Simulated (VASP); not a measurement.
The system is FeCo3.

```xyz
4
Lattice="3.5357 0.0000 0.0000 0.0000 3.5357 0.0000 0.0000 0.0000 3.5357" Properties=species:S:1:pos:R:3 pbc="T T T"
Fe    0.0000    0.0000    0.0000
Co    1.7679    1.7679    0.0000
Co    1.7679    0.0000    1.7679
Co    0.0000    1.7679    1.7679
```

| Quantity | Value |
| --- | --- |
| Program | VASP 6.6.1 |
| Task | relaxation of cell and atoms |
| Functional | PBEsol |
| Potentials or basis | VASP PAW PBE potentials, release 64 (Fe, Co) |
| Cutoff | 600 eV |
| k mesh | 4 × 4 × 4 |
| Occupations | gaussian, width 0.1 eV |
| Spin | collinear spin, ferromagnetic start |
| Starting moments | [2.85, 1.83, 1.83, 1.83] μB |

At the start: pressure -7.1 GPa; volume 11.05 Å³/atom.

Question: Where does the relaxation end?

Answer: Over 4 steps the energy falls by 7.8 meV/atom and the volume is 10.71 Å³/atom (-3.1 %); space group Pm-3m (No. 221, to 0.05 Å); moment 7.84 μB per cell.

The path:
| step | energy change (eV) | largest force (eV/Å) | pressure (GPa) | volume (Å³) |
| --- | --- | --- | --- | --- |
| 1 | 0.0000 | 0.0000 | -7.09 | 44.20 |
| 2 | 0.0217 | 0.0000 | 10.23 | 41.15 |
| 3 | -0.0313 | 0.0000 | -0.15 | 42.85 |
| 4 | -0.0313 | 0.0000 | 0.03 | 42.82 |

Final structure:
```
Fe Co
1.0
     3.49862    0.00000    0.00000
     0.00000    3.49862    0.00000
     0.00000    0.00000    3.49862
Fe Co
1 3
Direct
  0.00000 0.00000 0.00000
  0.50000 0.50000 0.00000
  0.50000 0.00000 0.50000
  0.00000 0.50000 0.50000
```

Caveat: the k points lie up to 0.45 Å⁻¹ apart in the final cell; the PAW data sets were made with another functional, which shifts forces and pressure a little.
